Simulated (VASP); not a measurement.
# Zr3Si2 (P4/mbm) in VASP: notebook, part 2 of 2

VASP 6.6.1.

### Step 3. Single point, PBEsol

This run uses another cell than the first one, of 18.19 Å³/atom.

INCAR

```
  PREC = Accurate
  ENCUT = 520
  EDIFF = 1E-6
  ISMEAR = 0
  SIGMA = 0.15
  LREAL = F
  LASPH = T
  NELM = 100
  ALGO = Fast
  ISIF = 2
  LWAVE = F
  LCHARG = T
  GGA = PS
  LELF = T
  LVHAR = T
  NBANDS = 55
```

KPOINTS

```
regular mesh
0
Gamma
  6 6 12
```

POSCAR

```
Zr3Si2
1.0
    7.0655778226      0.0000000000      0.0000000000
    0.0000000000      7.0655778226      0.0000000000
    0.0000000000      0.0000000000      3.6444907344
Zr Si
6 4
Direct
    0.1744786440      0.6744786440      0.5000000000
    0.8255213560      0.3255213560      0.5000000000
    0.3255213560      0.1744786440      0.5000000000
    0.6744786440      0.8255213560      0.5000000000
    0.0000000000      0.0000000000      0.0000000000
    0.5000000000      0.5000000000      0.0000000000
    0.6223900172      0.1223900172      0.0000000000
    0.3776099828      0.8776099828      0.0000000000
    0.8776099828      0.6223900172      0.0000000000
    0.1223900172      0.3776099828      0.0000000000
```

Potentials or basis: VASP PAW PBE potentials, release 64 (Zr_sv, Si).

The run is started by

```console
$ cat potpaw_PBE.64/Zr_sv/POTCAR potpaw_PBE.64/Si/POTCAR > POTCAR
$ mpirun -np 1 vasp_std > vasp.out
```

OUTCAR:

```text
PREC = Accurate
   ENCUT = 520
   EDIFF = 1E-6
   ISMEAR = 0
   LREAL = F
   LASPH = T
   NELM = 100
   ISIF = 2
   GGA = PS

 ion  position               nearest neighbor table
   1  0.174  0.674  0.500-   8 2.73   8 2.73  10 2.80   9 2.80   9 2.80  10 2.80   6 3.18   6 3.18
                             5 3.18   5 3.18   2 3.49   3 3.69   4 3.69   3 3.69   4 3.69
   2  0.826  0.326  0.500-   7 2.73   7 2.73  10 2.80   9 2.80   9 2.80  10 2.80   6 3.18   6 3.18
                             5 3.18   5 3.18   1 3.49   3 3.69   4 3.69   4 3.69   3 3.69
   3  0.326  0.174  0.500-  10 2.73  10 2.73   7 2.80   7 2.80   8 2.80   8 2.80   6 3.18   6 3.18
                             5 3.18   5 3.18   4 3.49   2 3.69   1 3.69   1 3.69   2 3.69
   4  0.674  0.826  0.500-   9 2.73   9 2.73   7 2.80   7 2.80   8 2.80   8 2.80   6 3.18   6 3.18
                             5 3.18   5 3.18   3 3.49   2 3.69   1 3.69   2 3.69   1 3.69
   5  0.000  0.000  0.000-   7 2.80   8 2.80   9 2.80  10 2.80   1 3.18   2 3.18   3 3.18   4 3.18
                             1 3.18   2 3.18   3 3.18   4 3.18
   6  0.500  0.500  0.000-   7 2.80   8 2.80   9 2.80  10 2.80   1 3.18   2 3.18   3 3.18   4 3.18
                             1 3.18   2 3.18   3 3.18   4 3.18
   7  0.622  0.122  0.000-   8 2.45   2 2.73   2 2.73   3 2.80   4 2.80   3 2.80   4 2.80   5 2.80
                             6 2.80
   8  0.378  0.878  0.000-   7 2.45   1 2.73   1 2.73   3 2.80   4 2.80   3 2.80   4 2.80   5 2.80
[... 224 lines left out ...]
      6     -38.3810      2.00000
[... 1381 lines left out ...]
     54      12.6714      0.00000
     55      12.7399      0.00000

 [... further k-points ...]
[... 5 lines left out ...]
  --------------------------------------------------------------------------------------
  -------------------------------------------------------------------------------------
  Total        0.1505864      0.1505864      0.3939312      0.0000000      0.0000000      0.0000000
  in kB        1.3260630      1.3260630      3.4689554      0.0000000      0.0000000      0.0000000
  external PRESSURE =       2.0403605 kB  Pullay stress =       0.0000000 kB

 VOLUME and BASIS-vectors are now :
 -----------------------------------------------------------------------------
  energy-cutoff  :      520.00
  volume of cell :      181.94
      direct lattice vectors                 reciprocal lattice vectors
     7.065577823  0.000000000  0.000000000     0.141531241  0.000000000  0.000000000
     0.000000000  7.065577823  0.000000000     0.000000000  0.141531241  0.000000000
     0.000000000  0.000000000  3.644490734     0.000000000  0.000000000  0.274386759

 POSITION                                       TOTAL-FORCE (eV/Angst)
 -----------------------------------------------------------------------------------
      1.23279      4.76558      1.82225        -0.004647     -0.004647      0.000000
      5.83279      2.30000      1.82225         0.004647      0.004647      0.000000
      2.30000      1.23279      1.82225         0.004647     -0.004647     -0.000000
      4.76558      5.83279      1.82225        -0.004647      0.004647      0.000000
      0.00000      0.00000      0.00000         0.000000      0.000000      0.000000
      3.53279      3.53279      0.00000         0.000000      0.000000      0.000000
      4.39755      0.86476      0.00000        -0.002883     -0.002883      0.000000
      2.66803      6.20082      0.00000         0.002883      0.002883      0.000000
      6.20082      4.39755      0.00000         0.002883     -0.002883      0.000000
      0.86476      2.66803      0.00000        -0.002883      0.002883     -0.000000
 -----------------------------------------------------------------------------------
    total drift:                               -0.000000     -0.000000      0.000000

  FREE ENERGIE OF THE ION-ELECTRON SYSTEM (eV)
  ---------------------------------------------------
  free  energy   TOTEN  =       -87.1184237497 eV

  energy  without entropy=      -87.0310710622  energy(sigma->0) =      -87.07474741
```

OSZICAR:

```text
N       E                     dE             d eps       ncg     rms          rms(c)
DAV:   1     0.823955205244E+03    0.82396E+03   -0.45091E+04  7700   0.157E+03
DAV:   2    -0.135228318027E+02   -0.83748E+03   -0.81635E+03  8550   0.442E+02
DAV:   3    -0.858028006271E+02   -0.72280E+02   -0.70975E+02 11776   0.996E+01
[... 14 lines left out ...]
RMM:  18    -0.871184124171E+02   -0.11392E-04   -0.11144E-04 13735   0.289E-02    0.139E-02
RMM:  19    -0.871184185596E+02   -0.61425E-05   -0.52546E-05 13551   0.227E-02    0.347E-03
RMM:  20    -0.871184215125E+02   -0.29529E-05   -0.29166E-05 11413   0.149E-02    0.354E-03
RMM:  21    -0.871184228870E+02   -0.13745E-05   -0.14463E-05  9949   0.112E-02    0.254E-03
RMM:  22    -0.871184237497E+02   -0.86273E-06   -0.86813E-06  9236   0.907E-03
   1 F= -.87118424E+02 E0= -.87074747E+02  d E =-.873527E-01
```

It took 15 min on 1 thread of Intel Xeon Platinum 8488C (Sapphire Rapids), shared host; peak memory 0.61 GiB.

Results:

| Quantity | Value |
| --- | --- |
| Free energy | -87.1184 eV |
| Pressure | 0.2 GPa |
| Largest force | 0.007 eV/Å |
| Band gap on the k mesh | zero (bands 44 and 45 overlap by 1.25 eV) |

Forces on the atoms (eV/Å):
```
Zr  -0.005 -0.005  0.000
Zr   0.005  0.005  0.000
Zr   0.005 -0.005  0.000
Zr  -0.005  0.005  0.000
Zr   0.000  0.000  0.000
Zr   0.000  0.000  0.000
Si  -0.003 -0.003  0.000
Si   0.003  0.003  0.000
Si   0.003 -0.003  0.000
Si  -0.003  0.003  0.000
```

Stress tensor (GPa, compression positive):
```
0.13 0.00 0.00
0.00 0.13 0.00
0.00 0.00 0.35
```

Caveat: the PAW data sets were made with another functional, which shifts forces and pressure a little.

### Step 4. Single point, PBEsol

This run uses another cell than the first one, of 18.19 Å³/atom.

INCAR

```
  PREC = Accurate
  ENCUT = 520
  EDIFF = 1E-6
  ISMEAR = 0
  SIGMA = 0.1
  LREAL = False
  LASPH = True
  NELM = 60
  ALGO = Fast
  ISIF = 2
  LWAVE = False
  LCHARG = False
  GGA = PS
  NBANDS = 55
```

KPOINTS

```
Automatic mesh
0
Gamma
  6 6 10
```

POSCAR

```
Zr3Si2
1.0
    7.0655778271      0.0000000000      0.0000000000
    0.0000000000      7.0655778271      0.0000000000
    0.0000000000      0.0000000000      3.6444907296
Zr Si
6 4
Direct
    0.1744786434      0.6744786434      0.5000000000
    0.8255213566      0.3255213566      0.5000000000
    0.3255213566      0.1744786434      0.5000000000
    0.6744786434      0.8255213566      0.5000000000
    0.0000000000      0.0000000000      0.0000000000
    0.5000000000      0.5000000000      0.0000000000
    0.6223900186      0.1223900186      0.0000000000
    0.3776099814      0.8776099814      0.0000000000
    0.8776099814      0.6223900186      0.0000000000
    0.1223900186      0.3776099814      0.0000000000
```

The run is started by

```console
$ cat potpaw_PBE.64/Zr_sv/POTCAR potpaw_PBE.64/Si/POTCAR > POTCAR
$ mpirun -np 1 vasp_std > vasp.out
```

Wall time 35 min (1 thread of Intel Xeon 8259CL, shared host); peak memory 0.56 GiB.

It converged, with:

| Item | Value |
| --- | --- |
| Free energy | -87.0977 eV |
| Pressure | 0.2 GPa |
| Band gap on the k mesh | zero (bands 44 and 45 overlap by 1.15 eV) |

Forces in eV/Å, atoms in the order of the input:
```
Zr   0.002  0.002  0.000
Zr  -0.002 -0.002  0.000
Zr  -0.002  0.002  0.000
Zr   0.002 -0.002  0.000
Zr   0.000  0.000  0.000
Zr   0.000  0.000  0.000
Si   0.001  0.001  0.000
Si  -0.001 -0.001  0.000
Si  -0.001  0.001  0.000
Si   0.001 -0.001  0.000
```

Levels at points of the mesh, in eV from the Fermi level:
```csv
k point,band 40,band 41,band 42,band 43,band 44,band 45,band 46,band 47,band 48,band 49
"(0.00, 0.00, 0.00)",-0.60,-0.60,-0.55,-0.27,0.00,0.89,1.11,1.32,1.32,1.82
"(0.50, 0.00, 0.00)",-1.15,-0.24,-0.24,0.41,0.41,0.78,0.78,1.50,1.50,1.58
"(0.50, 0.50, 0.00)",-0.91,-0.22,-0.22,-0.12,-0.12,0.06,0.06,1.25,1.25,2.07
"(0.00, 0.00, 0.50)",-1.18,-0.47,-0.22,0.08,0.08,0.30,0.47,0.68,0.68,0.83
"(0.50, 0.00, 0.50)",-1.27,-0.93,-0.93,-0.53,-0.53,0.21,0.21,1.79,1.79,2.58
"(0.50, 0.50, 0.50)",-1.27,-0.69,-0.69,-0.69,-0.69,-0.65,-0.65,1.91,1.91,3.44
```

Caveat: the PAW data sets were made with another functional, which shifts forces and pressure a little.

### Step 5. Single point, PBEsol

This run uses another cell than the first one, of 18.74 Å³/atom.

INCAR

```
SYSTEM = Zr3Si2
PREC = Accurate
ENCUT = 520
EDIFF = 1E-7
ISMEAR = 0
SIGMA = 0.1
LREAL = .False.
LASPH = .True.
NELM = 60
ALGO = Fast
ISIF = 2
LWAVE = .False.
LCHARG = .False.
GGA = PS
NBANDS = 55
```

KPOINTS

```
Automatic mesh
0
Gamma
  6 6 10
  0 0 0
```

POSCAR

```
Zr3Si2
1.0
    7.1027713400      0.0000000000      0.0000000000
    0.0000000000      7.1027713400      0.0000000000
    0.0000000000      0.0000000000      3.7137365600
Zr Si
6 4
Direct
    0.1740025986      0.6740025986      0.5000000000
    0.8259974014      0.3259974014      0.5000000000
    0.3259974014      0.1740025986      0.5000000000
    0.6740025986      0.8259974014      0.5000000000
    0.0000000000      0.0000000000      0.0000000000
    0.5000000000      0.5000000000      0.0000000000
    0.6226280124      0.1226280124      0.0000000000
    0.3773719876      0.8773719876      0.0000000000
    0.8773719876      0.6226280124      0.0000000000
    0.1226280124      0.3773719876      0.0000000000
```

The run is started by

```console
$ cat potpaw_PBE.64/Zr_sv/POTCAR potpaw_PBE.64/Si/POTCAR > POTCAR
$ mpirun -np 1 vasp_std > vasp.out
```

Run time: 42 min. Hardware: 1 thread of Intel Xeon 8259CL, shared host; peak memory 0.57 GiB.

The run converged. Its results:

| Property | Result |
| --- | --- |
| Free energy | -87.0344 eV |
| Pressure | -3.6 GPa |
| Largest force | 0.005 eV/Å |
| Band gap on the k mesh | zero (bands 44 and 45 overlap by 1.11 eV) |

Forces on the atoms (eV/Å):
```
Zr   0.001  0.001  0.000
Zr  -0.001 -0.001  0.000
Zr  -0.001  0.001  0.000
Zr   0.001 -0.001  0.000
Zr   0.000  0.000  0.000
Zr   0.000  0.000  0.000
Si  -0.003 -0.003  0.000
Si   0.003  0.003  0.000
Si   0.003 -0.003  0.000
Si  -0.003  0.003  0.000
```

Stress tensor (GPa, compression positive):
```
-3.28  0.00  0.00
 0.00 -3.28  0.00
 0.00  0.00 -4.29
```

Levels at points of the mesh, in eV from the Fermi level:
```csv
k point,band 41,band 42,band 43,band 44,band 45,band 46,band 47,band 48
"(0.00, 0.00, 0.00)",-0.53,-0.49,-0.24,-0.11,0.89,1.02,1.24,1.24
"(0.50, 0.00, 0.00)",-0.33,-0.33,0.35,0.35,0.81,0.81,1.49,1.49
"(0.50, 0.50, 0.00)",-0.31,-0.31,-0.09,-0.09,0.01,0.01,1.24,1.24
"(0.00, 0.00, 0.50)",-0.49,-0.17,0.15,0.15,0.32,0.53,0.72,0.72
"(0.50, 0.00, 0.50)",-0.87,-0.87,-0.47,-0.47,0.16,0.16,1.78,1.78
"(0.50, 0.50, 0.50)",-0.72,-0.72,-0.61,-0.61,-0.59,-0.59,1.91,1.91
```

Caveat: the cell stands under tension; the PAW data sets were made with another functional, which shifts forces and pressure a little.

### Step 6. Overview

| cell | k mesh | smearing | further INCAR settings | gap on the mesh (eV) | pressure (GPa) | largest force (eV/Å) |
| --- | --- | --- | --- | --- | --- | --- |
| a = 7.207, b = 7.207, c = 3.717 Å, 10 atoms, atomic positions A | 6 × 6 × 10 | gaussian 0.1 eV | ALGO = Fast; EDIFF = 1e-07; NBANDS = 55 | none | -7.4 | 0.01 |
| a = 7.066, b = 7.066, c = 3.644 Å, 10 atoms, atomic positions B | 6 × 6 × 12 | gaussian 0.15 eV | ALGO = Fast; EDIFF = 1e-06; NBANDS = 55 | none | 0.2 | 0.01 |
| a = 7.066, b = 7.066, c = 3.644 Å, 10 atoms, atomic positions B | 6 × 6 × 10 | gaussian 0.1 eV | ALGO = Fast; EDIFF = 1e-06; NBANDS = 55 | none | 0.2 | - |
| a = 7.103, b = 7.103, c = 3.714 Å, 10 atoms, atomic positions A | 6 × 6 × 10 | gaussian 0.1 eV | ALGO = Fast; EDIFF = 1e-07; NBANDS = 55 | none | -3.6 | - |

Alike in all rows: task single point; level PBEsol; potentials or basis VASP PAW PBE potentials, release 64 (Zr_sv, Si); no spin polarisation; cutoff (eV) 520.

Caveats: the PAW data sets were made with another functional, which shifts forces and pressure a little; the cell stands under tension (at least some runs).

Absolute energies hang on the potentials; compare differences alone.
